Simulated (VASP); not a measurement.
Write the native input for VASP 6.6.1 that does the following.

| Property | Result |
| --- | --- |
| Task | single point |
| Functional | PBE |
| Potentials or basis | VASP PAW PBE potentials, release 64 (Cd, Cl, O) |
| Cutoff | 520 eV |
| k mesh | 4 × 4 × 4 |
| Occupations | gaussian, width 0.2 eV |
| Spin | no spin polarisation |
| Dipole correction | no |
| Further INCAR settings | ALGO = Normal; EDIFF = 1e-06; NBANDS = 40 |

The structure of Cd3Cl3O lies in POSCAR:

```
Cd3Cl3O
1.0
    5.4744961792      0.0442838035      0.0420644225
    0.0426129304      5.4865973634     -0.0436857671
    0.0409153888     -0.0440179231      5.4938458731
Cd Cl O
3 3 1
Direct
    0.5080619586      0.4912850538     -0.0700829441
    1.0678957173      0.4923664282      0.4919084410
    0.5080402309     -0.0695844969      0.4911872576
    0.4821523489      0.0144369813      0.0148501928
    0.9857289573      0.5189592157      0.0152522878
    0.9856737902      0.0152199533      0.5194389495
    0.4624469967      0.5373168647      0.5374458155
```

The input as run:

INCAR

```
SYSTEM = Cd3Cl3O
ALGO = Normal
EDIFF = 1E-6
ENCUT = 520
GGA = PE
ISIF = 2
ISMEAR = 0
LASPH = .True.
LCHARG = .False.
LREAL = .False.
LWAVE = .False.
NBANDS = 40
NELM = 100
PREC = Accurate
SIGMA = 0.2
```

KPOINTS

```
k-points
0
Gamma
  4 4 4
  0 0 0
```

Potentials or basis: VASP PAW PBE potentials, release 64 (Cd, Cl, O).

Launch:

```bash
$ cat potpaw_PBE.64/Cd/POTCAR potpaw_PBE.64/Cl/POTCAR potpaw_PBE.64/O/POTCAR > POTCAR
$ mpirun -np 1 vasp_std > vasp.out
```

It gave:

| Quantity | Value |
| --- | --- |
| Pressure | 0.5 GPa |
| Largest force | 0.123 eV/Å |
| Band gap on the k mesh | zero (an odd number of electrons rules out a gap without spin polarisation) |

Caveat: an odd number of electrons without spin polarisation forces a metal; a magnetic or distorted state may lie lower.

Wall time 100 s on 1 thread of Intel(R) Xeon(R) 6975P-C (Granite Rapids), with other jobs on the host, peak memory 0.37 GiB.
